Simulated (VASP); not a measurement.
# CsPbCl3 (Pm-3m) in VASP: a series of runs

CsPbCl3 is run at these levels: r2SCAN; tasks: relaxation of the atoms.

Program: VASP 6.6.1. These are calculated values, not measurements. Logs are shortened: lines on timing, memory, paths and dates and some standing lists are left out, and cuts for length are marked.

### 1 The cell of the first run

The structure is cubic, space group Pm-3m (No. 221). The conventional cell has a = 5.672 Å, b = 5.672 Å, c = 5.672 Å, α = 90.00°, β = 90.00°, γ = 90.00°. Cs (site symmetry m-3m) has 12 Cl at 4.01 Å and 8 Pb at 4.91 Å within 5.3 Å. Pb (site symmetry m-3m) has 6 Cl at 2.84 Å within 3.7 Å. Cl (site symmetry 4/mmm) has 2 Pb at 2.84 Å within 3.7 Å.

### 2 Relaxation of the atoms, r2SCAN

POSCAR reads:

```
CsPbCl3
1.0
    5.6720257000      0.0000000000      0.0000000000
    0.0000000000      5.6720257000      0.0000000000
    0.0000000000      0.0000000000      5.6720257000
Cs Pb Cl
1 1 3
Direct
    0.0000000000      0.0000000000      0.0000000000
    0.5000000000      0.5000000000      0.5000000000
    0.5000000000      0.5000000000      0.0000000000
    0.0000000000      0.5000000000      0.5000000000
    0.5000000000      0.0000000000      0.5000000000
```

INCAR.step1 reads:

```
SYSTEM = CsPbCl3
ALGO     = Normal         ! electronic algorithm
EDIFF    = 1E-4           ! SCF threshold, eV
ENCUT    = 520            ! plane-wave cutoff, eV
GGA      = PE             ! functional
ISMEAR   = -1             ! smearing method
KPAR     = 4            
LASPH    = .TRUE.         ! aspherical terms in the spheres
LCHARG   = .FALSE.        ! write CHGCAR
LREAL    = .FALSE.        ! projectors in reciprocal space
LWAVE    = .TRUE.         ! write WAVECAR
NELM     = 100            ! most SCF steps
PREC     = Accurate       ! precision mode
SIGMA    = 0.02           ! smearing width, eV
```

INCAR.step2 reads:

```
SYSTEM = CsPbCl3
ALGO     = Normal         ! electronic algorithm
EDIFF    = 1E-6           ! SCF threshold, eV
EDIFFG   = -0.01          ! ionic threshold
ENCUT    = 520            ! plane-wave cutoff, eV
IBRION   = 2              ! ionic algorithm
ISIF     = 2              ! what is computed and relaxed
ISMEAR   = -1             ! smearing method
ISTART   = 1            
KPAR     = 4            
LASPH    = .TRUE.         ! aspherical terms in the spheres
LCHARG   = .FALSE.        ! write CHGCAR
LMIXTAU  = .TRUE.       
LREAL    = .FALSE.        ! projectors in reciprocal space
LWAVE    = .FALSE.        ! write WAVECAR
METAGGA  = R2SCAN         ! meta-GGA
NELM     = 100            ! most SCF steps
NSW      = 50             ! ionic steps
PREC     = Accurate       ! precision mode
SIGMA    = 0.02           ! smearing width, eV
```

KPOINTS reads:

```
k-points
0
G
  6 6 6
  0 0 0
```

Potentials or basis: VASP PAW PBE potentials, release 64 (Cs_sv, Pb_d, Cl).

Run with:

```bash
cat potpaw_PBE.64/Cs_sv/POTCAR potpaw_PBE.64/Pb_d/POTCAR potpaw_PBE.64/Cl/POTCAR > POTCAR
cp INCAR.step1 INCAR
mpirun -np 4 vasp_std > vasp.out
cp INCAR.step2 INCAR
mpirun -np 4 vasp_std > vasp.out
```

OUTCAR:

```text
SYSTEM = CsPbCl3
   EDIFF = 1E-6
   EDIFFG = -0.01
   ENCUT = 520
   IBRION = 2
   ISIF = 2
   ISMEAR = -1
   ISTART = 1
   LASPH = .TRUE.
   LREAL = .FALSE.
   METAGGA = R2SCAN
   NELM = 100
   NSW = 50
   PREC = Accurate

 ion  position               nearest neighbor table
   1  0.000  0.000  0.000-
   2  0.500  0.500  0.500-   3 2.84   4 2.84   5 2.84   3 2.84   5 2.84   4 2.84
   3  0.500  0.500  0.000-   2 2.84   2 2.84
   4  0.000  0.500  0.500-   2 2.84   2 2.84
   5  0.500  0.000  0.500-   2 2.84   2 2.84

  LATTYP: Found a simple cubic cell.
 ALAT       =     5.6720257000

  Lattice vectors:

 A1 = (   5.6720257000,   0.0000000000,   0.0000000000)
 A2 = (   0.0000000000,   5.6720257000,   0.0000000000)
 A3 = (   0.0000000000,   0.0000000000,   5.6720257000)

Analysis of symmetry for initial positions (statically):
=====================================================================
 Subroutine PRICEL returns:
 Original cell was already a primitive cell.

 Routine SETGRP: Setting up the symmetry group for a
 simple cubic supercell.

 Subroutine GETGRP returns: Found 48 space group operations
 (whereof 48 operations were pure point group operations)
 out of a pool of 48 trial point group operations.

The static configuration has the point symmetry O_h .

Analysis of symmetry for dynamics (positions and initial velocities):
=====================================================================
 Subroutine PRICEL returns:
 Original cell was already a primitive cell.

 Routine SETGRP: Setting up the symmetry group for a
 simple cubic supercell.

 Subroutine GETGRP returns: Found 48 space group operations
 (whereof 48 operations were pure point group operations)
 out of a pool of 48 trial point group operations.

The dynamic configuration has the point symmetry O_h .

 Subroutine INISYM returns: Found 48 space group operations
 (whereof 48 operations are pure point group operations),
 and found     1 'primitive' translations

----------------------------------------------------------------------------------------

                                     Primitive cell

  volume of cell :     182.4797

  direct lattice vectors                    reciprocal lattice vectors
     5.672025700  0.000000000  0.000000000     0.176303856  0.000000000  0.000000000
     0.000000000  5.672025700  0.000000000     0.000000000  0.176303856  0.000000000
     0.000000000  0.000000000  5.672025700     0.000000000  0.000000000  0.176303856

  length of vectors
     5.672025700  5.672025700  5.672025700     0.176303856  0.176303856  0.176303856

  position of ions in fractional coordinates (direct lattice)
     0.000000000  0.000000000  0.000000000
     0.500000000  0.500000000  0.500000000
     0.500000000  0.500000000  0.000000000
     0.000000000  0.500000000  0.500000000
     0.500000000  0.000000000  0.500000000

  ion indices of the primitive-cell ions
   primitive index   ion index
                 1           1
                 2           2
                 3           3
                 4           4
                 5           5

----------------------------------------------------------------------------------------

 KPOINTS: k-points

Automatic generation of k-mesh.
 Grid dimensions read from file:
 generate k-points for:    6    6    6

 Generating k-lattice:

  Cartesian coordinates                     Fractional coordinates (reciprocal lattice)
     0.029383976  0.000000000  0.000000000     0.166666667  0.000000000  0.000000000
     0.000000000  0.029383976  0.000000000     0.000000000  0.166666667  0.000000000
     0.000000000  0.000000000  0.029383976     0.000000000  0.000000000  0.166666667

  Length of vectors
     0.029383976  0.029383976  0.029383976

  Shift w.r.t. Gamma in fractional coordinates (k-lattice)
     0.000000000  0.000000000  0.000000000

 Subroutine IBZKPT returns following result:
 ===========================================

 Found     20 irreducible k-points:

 Following reciprocal coordinates:
            Coordinates               Weight
  0.000000  0.000000  0.000000      1.000000
  0.166667  0.000000  0.000000      6.000000
  0.333333  0.000000  0.000000      6.000000
  0.500000  0.000000  0.000000      3.000000
  0.166667  0.166667  0.000000     12.000000
  0.333333  0.166667  0.000000     24.000000
[... 12 lines left out ...]
  0.500000  0.500000  0.333333      6.000000
  0.500000  0.500000  0.500000      1.000000
   k-points           NKPTS =     20   k-points in BZ     NKDIM =     20   number of bands    NBANDS=     26
   number of dos      NEDOS =    301   number of ions     NIONS =      5
   total plane-waves  NPLWV =  74088
   dimension x,y,z NGX =    42 NGY =   42 NGZ =   42
   dimension x,y,z NGXF=    84 NGYF=   84 NGZF=   84
   ions per type =               1   1   3
   NGX,Y,Z   is equivalent  to a cutoff of  12.31, 12.31, 12.31 a.u.
   NGXF,Y,Z  is equivalent  to a cutoff of  24.62, 24.62, 24.62 a.u.
 SYSTEM =  CsPbCl3
   PREC   = accura    normal or accurate (medium, high low for compatibility)
   ISTART =      1    job   : 0-new  1-cont  2-samecut
   ICHARG =      0    charge: 1-file 2-atom 10-const
   ISPIN  =      1    spin polarized calculation?
   LNONCOLLINEAR =      F non collinear calculations
   LSORBIT =      F    spin-orbit coupling
   LASPH  =      T    aspherical Exc in radial PAW
   ENCUT  =  520.0 eV  38.22 Ry    6.18 a.u.  10.55 10.55 10.55*2*pi/ulx,y,z
   NELM   =    100;   NELMIN=  2; NELMDL=  0     # of ELM steps
   EDIFF  = 0.1E-05   stopping-criterion for ELM
   LREAL  =      F    real-space projection
   EDIFFG = -.1E-01   stopping-criterion for IOM
   NSW    =     50    number of steps for IOM
   IBRION =      2    ionic relax: 0-MD 1-quasi-New 2-CG
   NFREE  =      1    steps in history (QN), initial steepest desc. (CG)
   ISIF   =      2    stress and relaxation
   ISYM   =      2    0-nonsym 1-usesym 2-fastsym
   POTIM  = 0.5000    time-step for ionic-motion
   TEBEG  =    0.0;   TEEND  =   0.0 temperature during run
   PSTRESS=    0.0 pullay stress
   NELECT =      44.0000    total number of electrons
   NUPDOWN=      -1.0000    fix difference up-down
   EMIN   =  10.00;   EMAX   =-10.00  energy-range for DOS
   EFERMI =   0.00;   METHOD = LEGACY
   ISMEAR =    -1;   SIGMA  =   0.02  broadening in eV -4-tet -1-fermi 0-gaus
   EFERMI_NEDOS =   21; number of points for ismear=-14 and -15
   IALGO  =     38    algorithm
   IMIX   =      4    mixing-type and parameters
     AMIX     =   0.40;   BMIX     =  1.00
     AMIX_MAG =   1.60;   BMIX_MAG =  1.00
  volume/ion in A,a.u.               =      36.50       246.29
  Fermi-wavevector in a.u.,A,eV,Ry     =   1.018953  1.925542 14.126459  1.038265
  Thomas-Fermi vector in A             =   2.152440
   LORBIT       =      0    0 simple, 1 ext, 2 COOP (PROOUT), +10 PAW based schemes
   METAGGA = R2SCAN    functional components
   LHFCALC =     F    Hartree Fock is set to
   AEXX    =    0.0000 exact exchange contribution
   IVDW    =     0    specifies the selected vdW correction
   LEPSILON=     F    determine dielectric tensor
   LRPA    =     F    only Hartree local field effects (RPA)
 conjugate gradient relaxation of ions
 non-spin polarized calculation
  energy-cutoff  :      520.00
  volume of cell :      182.48
 maximum number of plane-waves:      4948
   NGX = 21   NGY = 21   NGZ = 21

 number of electron      44.0000021 magnetization

 Free energy of the ion-electron system (eV)
  ---------------------------------------------------
  ext. energy  EPLUGINS =         0.00000000
  ---------------------------------------------------
  free energy    TOTEN  =      -108.18796582 eV

  energy without entropy =     -108.18796582  energy(sigma->0) =     -108.18796582

 E-fermi :   1.5460     XC(G=0):  -8.0895

 val. band max:        1.1297875323   @ k =   0.5000   0.5000   0.5000
 cond. band min:       3.5983644934   @ k =   0.5000   0.5000   0.5000
 fundamental gap:      2.4685769611
 Fermi energy:         1.5460001512

 k-point     1 :       0.0000    0.0000    0.0000
  band No.  band energies     occupation
      1     -20.6932      2.00000
      2     -16.1105      2.00000
      3     -16.1105      2.00000
      4     -15.8829      2.00000
      5     -15.8829      2.00000
      6     -15.8829      2.00000
[... 18 lines left out ...]
     25       6.0202      0.00000
     26       7.0063      0.00000

 k-point     2 :       0.1667    0.0000    0.0000
  band No.  band energies     occupation
      1     -20.6927      2.00000
      2     -16.1105      2.00000
      3     -16.0858      2.00000
      4     -15.8832      2.00000
      5     -15.8832      2.00000
      6     -15.8829      2.00000
[... 18 lines left out ...]
     25       6.2094      0.00000
     26       7.0250      0.00000

 k-point     3 :       0.3333    0.0000    0.0000
  band No.  band energies     occupation
      1     -20.6918      2.00000
      2     -16.1104      2.00000
      3     -16.0348      2.00000
      4     -15.8839      2.00000
      5     -15.8839      2.00000
      6     -15.8829      2.00000
[... 18 lines left out ...]
     25       6.6443      0.00000
     26       6.7674      0.00000

 k-point     4 :       0.5000    0.0000    0.0000
  band No.  band energies     occupation
      1     -20.6913      2.00000
      2     -16.1103      2.00000
      3     -16.0084      2.00000
      4     -15.8842      2.00000
      5     -15.8842      2.00000
      6     -15.8829      2.00000
[... 18 lines left out ...]
     25       6.9045      0.00000
     26       6.9433      0.00000

 k-point     5 :       0.1667    0.1667    0.0000
  band No.  band energies     occupation
      1     -20.6923      2.00000
      2     -16.0984      2.00000
      3     -16.0726      2.00000
      4     -15.8836      2.00000
      5     -15.8833      2.00000
      6     -15.8833      2.00000
[... 18 lines left out ...]
     25       6.3534      0.00000
     26       6.7679      0.00000

 k-point     6 :       0.3333    0.1667    0.0000
  band No.  band energies     occupation
      1     -20.6913      2.00000
      2     -16.0940      2.00000
      3     -16.0244      2.00000
      4     -15.8842      2.00000
      5     -15.8839      2.00000
      6     -15.8832      2.00000
[... 311 lines left out ...]
 k-point    17 :       0.3333    0.3333    0.3333
  band No.  band energies     occupation
      1     -20.6894      2.00000
      2     -15.9878      2.00000
      3     -15.9878      2.00000
      4     -15.8849      2.00000
      5     -15.8849      2.00000
      6     -15.8848      2.00000
[... 18 lines left out ...]
     25       4.7875      0.00000
     26       6.9573      0.00000

 k-point    18 :       0.5000    0.3333    0.3333
  band No.  band energies     occupation
      1     -20.6890      2.00000
      2     -15.9877      2.00000
      3     -15.9567      2.00000
      4     -15.8852      2.00000
      5     -15.8852      2.00000
      6     -15.8849      2.00000
[... 18 lines left out ...]
     25       4.6222      0.00000
     26       7.1131      0.00000

 k-point    19 :       0.5000    0.5000    0.3333
  band No.  band energies     occupation
      1     -20.6887      2.00000
      2     -15.9726      2.00000
      3     -15.9399      2.00000
      4     -15.8855      2.00000
      5     -15.8852      2.00000
      6     -15.8852      2.00000
[... 18 lines left out ...]
     25       4.4308      0.00000
     26       7.1582      0.00000

 k-point    20 :       0.5000    0.5000    0.5000
  band No.  band energies     occupation
      1     -20.6883      2.00000
      2     -15.9399      2.00000
      3     -15.9399      2.00000
      4     -15.8855      2.00000
      5     -15.8855      2.00000
      6     -15.8855      2.00000
[... 18 lines left out ...]
     25       3.5984      0.00000
     26       6.9968      0.00000

------------------------ aborting loop because EDIFF is reached ----------------------------------------

  FORCE on cell =-STRESS in cart. coord.  units (eV):
  Direction    XX          YY          ZZ          XY          YZ          ZX
  --------------------------------------------------------------------------------------
  -------------------------------------------------------------------------------------
  Total       -0.0176709     -0.0176709     -0.0176709      0.0000000      0.0000000     -0.0000000
  in kB       -0.1551513     -0.1551513     -0.1551513      0.0000000      0.0000000     -0.0000000
  external PRESSURE =      -0.1551513 kB  Pullay stress =       0.0000000 kB

 VOLUME and BASIS-vectors are now :
 -----------------------------------------------------------------------------
  energy-cutoff  :      520.00
  volume of cell :      182.48
      direct lattice vectors                 reciprocal lattice vectors
     5.672025700  0.000000000  0.000000000     0.176303856  0.000000000  0.000000000
     0.000000000  5.672025700  0.000000000     0.000000000  0.176303856  0.000000000
     0.000000000  0.000000000  5.672025700     0.000000000  0.000000000  0.176303856

 POSITION                                       TOTAL-FORCE (eV/Angst)
 -----------------------------------------------------------------------------------
      0.00000      0.00000      0.00000         0.000000      0.000000      0.000000
      2.83601      2.83601      2.83601         0.000000      0.000000      0.000000
      2.83601      2.83601      0.00000         0.000000      0.000000      0.000000
      0.00000      2.83601      2.83601         0.000000      0.000000      0.000000
      2.83601      0.00000      2.83601         0.000000      0.000000      0.000000
 -----------------------------------------------------------------------------------
    total drift:                                0.000000     -0.000000     -0.000000

  FREE ENERGIE OF THE ION-ELECTRON SYSTEM (eV)
  ---------------------------------------------------
  free  energy   TOTEN  =      -108.1879658219 eV

  energy  without entropy=     -108.1879658219  energy(sigma->0) =     -108.18796582

 reached required accuracy - stopping structural energy minimisation
```

It took 82 s on 4 MPI ranks of Intel Xeon Platinum 8375C at 2.90GHz (Ice Lake), shared host; peak memory 0.34 GiB.

Results:

```
Free energy             : -108.1880 eV
Pressure after relaxing : 0.0 GPa
Band gap on the k mesh  : 2.47 eV
```

Final structure:
```yaml
crystal:
  lattice:
    - [5.67203, 0.00000, 0.00000]
    - [0.00000, 5.67203, 0.00000]
    - [0.00000, 0.00000, 5.67203]
  atoms:
    - { symbol: Cs, position: [0.00000, 0.00000, 0.00000] }
    - { symbol: Pb, position: [0.50000, 0.50000, 0.50000] }
    - { symbol: Cl, position: [0.50000, 0.50000, 0.00000] }
    - { symbol: Cl, position: [0.00000, 0.50000, 0.50000] }
    - { symbol: Cl, position: [0.50000, 0.00000, 0.50000] }
```

Levels at points of the mesh, in eV from the valence-band top:
```
           k point  band 19  band 20  band 21  band 22  band 23  band 24  band 25  band 26
(0.00, 0.00, 0.00)    -2.55    -2.46    -2.46    -2.46     3.99     4.89     4.89     5.88
(0.50, 0.00, 0.00)    -2.65    -2.55    -2.55    -1.65     3.50     5.31     5.77     5.81
(0.50, 0.50, 0.00)    -2.72    -2.70    -2.15    -0.79     3.02     3.02     5.41     6.06
(0.50, 0.50, 0.50)    -2.14    -2.14    -2.14     0.00     2.47     2.47     2.47     5.87
```

Caveat: the relaxation stopped at its first step, so nothing moved; the PAW data sets were made with another functional, which shifts forces and pressure a little; spin-orbit coupling is left out, which moves the levels of the heavy elements. A k mesh can miss the band edges.

### 3 Relaxation of the atoms, r2SCAN

This run uses another cell than the first one, of 35.77 Å³/atom.

POSCAR: that of step 2 with these lines changed.

```diff
@@ -2,5 +2,5 @@
 1.0
-    5.6720257000      0.0000000000      0.0000000000
-    0.0000000000      5.6720257000      0.0000000000
-    0.0000000000      0.0000000000      5.6720257000
+    5.6339572700      0.0000000000      0.0000000000
+    0.0000000000      5.6339572700      0.0000000000
+    0.0000000000      0.0000000000      5.6339572700
 Cs Pb Cl
```

INCAR.step1 reads:

```
PREC = Accurate ; ENCUT = 520
ISMEAR = -1 ; SIGMA = 0.02
LREAL = False ; LASPH = True
NELM = 80 ; GGA = PE
ALGO = Normal ; EDIFF = 1E-4
LWAVE = True ; LCHARG = False
KPAR = 4
```

INCAR.step2 reads:

```
PREC = Accurate ; ENCUT = 520
EDIFF = 1E-7 ; ISMEAR = -1
SIGMA = 0.02 ; LREAL = False
LASPH = True ; NELM = 80
ALGO = Normal ; ISIF = 2
LWAVE = False ; LCHARG = False
METAGGA = R2SCAN ; LMIXTAU = True
IBRION = 2 ; NSW = 50
EDIFFG = -0.01 ; ISTART = 1
KPAR = 4
```

KPOINTS reads:

```
regular mesh
0
Gamma
  6 6 6
```

Potentials or basis: VASP PAW PBE potentials, release 64 (Cs_sv, Pb_d, Cl).

Run with:

```bash
cat potpaw_PBE.64/Cs_sv/POTCAR potpaw_PBE.64/Pb_d/POTCAR potpaw_PBE.64/Cl/POTCAR > POTCAR
cp INCAR.step1 INCAR
mpirun -np 4 vasp_std > vasp.out
cp INCAR.step2 INCAR
mpirun -np 4 vasp_std > vasp.out
```

It took 64 s on 4 MPI ranks of Intel Xeon Platinum 8488C (Sapphire Rapids), shared host; peak memory 0.34 GiB.

The run converged. Its results:

```yaml
Free_energy: -108.1810 eV
Pressure_after_relaxing: 0.5 GPa
Band_gap_on_the_k_mesh: 2.38 eV
```

Final structure:
```yaml
crystal:
  lattice:
    - [5.63396, 0.00000, 0.00000]
    - [0.00000, 5.63396, 0.00000]
    - [0.00000, 0.00000, 5.63396]
  atoms:
    - { symbol: Cs, position: [0.00000, 0.00000, 0.00000] }
    - { symbol: Pb, position: [0.50000, 0.50000, 0.50000] }
    - { symbol: Cl, position: [0.50000, 0.50000, 0.00000] }
    - { symbol: Cl, position: [0.00000, 0.50000, 0.50000] }
    - { symbol: Cl, position: [0.50000, 0.00000, 0.50000] }
```

Levels at points of the mesh, in eV from the valence-band top:
```tsv
k point	band 19	band 20	band 21	band 22	band 23	band 24	band 25	band 26
(0.00, 0.00, 0.00)	-2.72	-2.62	-2.62	-2.62	3.88	4.73	4.73	5.73
(0.50, 0.00, 0.00)	-2.82	-2.72	-2.72	-1.73	3.46	5.21	5.65	5.79
(0.50, 0.50, 0.00)	-2.90	-2.85	-2.31	-0.83	2.96	2.96	5.37	5.95
(0.50, 0.50, 0.50)	-2.30	-2.30	-2.30	0.00	2.38	2.38	2.38	5.76
```

Caveat: the relaxation stopped at its first step, so nothing moved; the PAW data sets were made with another functional, which shifts forces and pressure a little; spin-orbit coupling is left out, which moves the levels of the heavy elements. r2SCAN opens gaps a little over a GGA but as a rule still falls short of measured ones.
